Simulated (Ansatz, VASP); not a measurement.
## Zr8N9 in VASP and in Ansatz

```xyz
17
Lattice="0.0000 4.5780 4.5780 4.5780 0.0000 4.5780 4.5780 4.5780 0.0000" Properties=species:S:1:pos:R:3 pbc="T T T"
Zr    2.2808    2.2988    2.3000
Zr    4.5849    4.5727    2.2952
Zr    4.5849    2.2940    4.5739
Zr    6.8636    4.5727    4.5739
Zr    2.2808    4.5679    4.5691
Zr    4.5897    6.8768    4.5691
Zr    4.5897    4.5679    6.8780
Zr    6.8636    6.8720    6.8731
N     0.1408   -0.1391   -0.1379
N     2.2831    2.2965   -0.0066
N     2.2832   -0.0078    2.2977
N     4.5873    2.2964    2.2976
N     0.1408    2.4277    2.4290
N     2.1519    4.4389    2.4291
N     2.1518    2.4279    4.4400
N     4.5874    4.5703    4.5715
N     3.4352    1.1444    5.7235
```

Alike in both runs: functional PBE; k mesh 3 × 3 × 3; occupations fermi-dirac, width 0.05 eV; no spin polarisation.

Ansatz relaxed the structure, and its values are those at the end. VASP's run is a single point on that final structure, the one shown.

```csv
,VASP,Ansatz
version,VASP 6.6.1,Ansatz 0.2.0
potentials or method,"VASP PAW PBE potentials, release 64 (Zr_sv, N), cutoff 520 eV","scalar-relativistic, plane waves, PAW"
valence electrons in the cell,141,141
```

```tsv
	VASP	Ansatz	Ansatz less VASP
rms of the force components (eV/Å)	0.014	0.003	-0.0111
```

The functional is the same, so the differences come from potentials, cutoffs and numerics.

The k mesh is coarse, so the values compare programs but aren't converged.
